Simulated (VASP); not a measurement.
Write the native input for VASP 6.6.1 that does the following.

```yaml
Task: single point
Functional: PBE
Potentials_or_basis: VASP PAW PBE potentials, release 64 (Mo_sv, Ru_pv)
Cutoff: 520 eV
k_mesh: 4 × 4 × 4
Occupations: gaussian, width 0.1 eV
Spin: no spin polarisation
Dipole_correction: no
Further_INCAR_settings: ALGO = Normal; EDIFF = 1e-07; NBANDS = 36
```

The structure of Mo3Ru lies in POSCAR:

```
Mo3Ru
1.0
    4.3239835800      0.0000000000      0.0000000000
    0.0000000000      4.3239835800      0.0000000000
    0.0000000000      0.0000000000      4.3239835800
Mo Ru
3 1
Direct
    0.0000000000      0.5000000000      0.5000000000
    0.5000000000      0.0000000000      0.5000000000
    0.5000000000      0.5000000000      0.0000000000
    0.5000000000      0.5000000000      0.5000000000
```

One way to write it, as run:

INCAR

```
PREC = Accurate ; ENCUT = 520
EDIFF = 1E-7 ; ISMEAR = 0
SIGMA = 0.1 ; LREAL = False
LASPH = True ; NELM = 80
ALGO = Normal ; ISIF = 2
LWAVE = False ; LCHARG = False
GGA = PE ; NBANDS = 36
```

KPOINTS

```
Automatic mesh
0
Gamma
  4 4 4
```

Potentials or basis: VASP PAW PBE potentials, release 64 (Mo_sv, Ru_pv).

Run with:

```console
$ cat potpaw_PBE.64/Mo_sv/POTCAR potpaw_PBE.64/Ru_pv/POTCAR > POTCAR
$ mpirun -np 1 vasp_std > vasp.out
```

Results of the run:

```
Pressure               : 52.0 GPa
Band gap on the k mesh : zero (band 28 reaches 10.75 eV, above the bottom of band 29 at 8.05 eV)
```

Caveat: the k points lie up to 0.36 Å⁻¹ apart.

Run time: 24 s on 1 thread of Intel Xeon 6975P-C, with other jobs on the host, peak memory 0.18 GiB.
